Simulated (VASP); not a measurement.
In2O, 6 atoms in the cell. The structure is cubic, space group Fd-3m (No. 227). Conventional cell: a = 8.284 Å, b = 8.284 Å, c = 8.284 Å, α = 90.00°, β = 90.00°, γ = 90.00°. Within 3.9 Å of In (site symmetry -3m) lie 6 In at 2.93 Å and 6 O at 3.43 Å. O (site symmetry -43m) has 12 In at 3.43 Å and 4 O at 3.59 Å within 4.5 Å. 

```yaml
Program: VASP 6.6.1
Task: single point
Functional: PBE
Potentials_or_basis: VASP PAW PBE potentials, release 64 (In_d, O)
Cutoff: 600 eV
k_mesh: 4 × 4 × 4
Occupations: gaussian, width 0.1 eV
Spin: no spin polarisation
Dipole_correction: no
Further_INCAR_settings: ALGO = Normal; EDIFF = 1e-06; NBANDS = 41
```

Potentials or basis: VASP PAW PBE potentials, release 64 (In_d, O).

Run with:

```sh
$ cat potpaw_PBE.64/In_d/POTCAR potpaw_PBE.64/O/POTCAR > POTCAR
$ mpirun -np 1 vasp_std > vasp.out
```

Hardware: 1 thread of Intel(R) Xeon(R) Platinum 8488C (Sapphire Rapids), with other jobs on the host.

Estimate the wall time of this run.

Run time: 86 s on 1 thread of Intel(R) Xeon(R) Platinum 8488C (Sapphire Rapids) (shared host), peak memory 0.32 GiB. Counts: scf iterations 19, k points 8.
